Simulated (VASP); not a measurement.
Set up this calculation in VASP 6.6.1, as the native input.

| Item | Value |
| --- | --- |
| Task | relaxation of cell and atoms |
| Functional | PBE |
| Potentials or basis | VASP PAW PBE potentials, release 64 (Dy_3, Br), 4f in core |
| Cutoff | 500 eV |
| k mesh | 10 × 10 × 10 |
| Occupations | gaussian, width 0.1 eV |
| Spin | no spin polarisation |
| Dipole correction | no |
| Further INCAR settings | ALGO = Normal; EDIFF = 1e-07; IBRION = 2; EDIFFG = -0.01; NSW = 100; ISIF = 3 |

The structure of Dy3Br lies in POSCAR:

```
Dy3Br
1.0
    0.0000000000      4.0099291000      4.0099291000
    4.0099291000      0.0000000000      4.0099291000
    4.0099291000      4.0099291000      0.0000000000
Dy Br
3 1
Direct
    0.7500000000      0.7500000000      0.7500000000
    0.5000000000      0.5000000000      0.5000000000
    0.2500000000      0.2500000000      0.2500000000
    0.0000000000      0.0000000000      0.0000000000
```

The cell was generated, and may not be a known phase.

These files were run (other wordings do the same):

INCAR

```
SYSTEM = Dy3Br
PREC = Accurate
ENCUT = 500
EDIFF = 1E-7
ISMEAR = 0
SIGMA = 0.1
LREAL = .FALSE.
LASPH = .TRUE.
NELM = 200
ALGO = Normal
ISIF = 3
LWAVE = .FALSE.
LCHARG = .FALSE.
GGA = PE
IBRION = 2
NSW = 100
EDIFFG = -0.01
GGA_COMPAT = .FALSE.
NELMIN = 4
LMAXMIX = 6
```

KPOINTS

```
regular mesh
0
G
  10 10 10
  0 0 0
```

Potentials or basis: VASP PAW PBE potentials, release 64 (Dy_3, Br), 4f in core.

Run with:

```console
$ cat potpaw_PBE.64/Dy_3/POTCAR potpaw_PBE.64/Br/POTCAR > POTCAR
$ mpirun -np 1 vasp_std > vasp.out
```

It gave:

The relaxed volume is 30.03 Å³/atom, the relaxed cell is a = 5.538 Å, b = 5.538 Å, c = 5.538 Å, α = 60.00°, β = 60.00°, γ = 60.00° and the space group after relaxing (to 0.1 Å) is Fm-3m (No. 225). The energy gained by relaxing is 15.0 meV/atom. The ionic steps are 3, the pressure after relaxing is 0.0 GPa and the band gap on the k mesh is zero (bands 17 and 18 overlap by 0.56 eV).

Caveat: spin-orbit coupling is left out, which moves the levels of the heavy elements; the 4f electrons are frozen in the core, so they carry no moment and show no levels; the run has no spin polarisation, though such a crystal can be magnetic.

Run time: 3.1 min on 1 thread of Intel(R) Xeon(R) 6975P-C (Granite Rapids), with other jobs on the host, peak memory 0.33 GiB.
